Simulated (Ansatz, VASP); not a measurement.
## Two plane-wave programs on SiGe

```
Si Ge
1.0
     3.82258    0.00000    0.00000
    -1.91129    3.31046    0.00000
     0.00000    0.00000    6.31452
Si Ge
2 2
Direct
  0.66667 0.33333 0.87441
  0.33333 0.66667 0.37441
  0.66667 0.33333 0.50059
  0.33333 0.66667 0.00059
```

Change from the starting cell: equal strain along all axes, cell held, atoms relaxed: -2.0 %.

Alike in both runs: functional PBEsol; k mesh 12 × 12 × 6; occupations gaussian, width 0.02 eV; no spin polarisation.

Ansatz relaxed the structure, and its values are those at the end. VASP's run is a single point on that final structure, the one shown.

```csv
,VASP,Ansatz
version,VASP 6.6.1,Ansatz 0.2.0
potentials or method,"VASP PAW PBE potentials, release 64 (Si, Ge_d), cutoff 520 eV","scalar-relativistic, plane waves, PAW"
valence electrons in the cell,36,36
```

|  | VASP | Ansatz | Ansatz less VASP |
| --- | --- | --- | --- |
| gap on the k mesh at the Fermi level (eV) | 0.24 | 0.24 | -0.001 |
| least direct gap on the mesh (eV) | 0.57 | 0.57 | -0.006 |
| pressure (GPa) | 5.6 | 5.6 | +0.03 |

VASP's potentials were made for PBE, not for PBEsol. Ansatz's warnings: stress scf threshold loose.
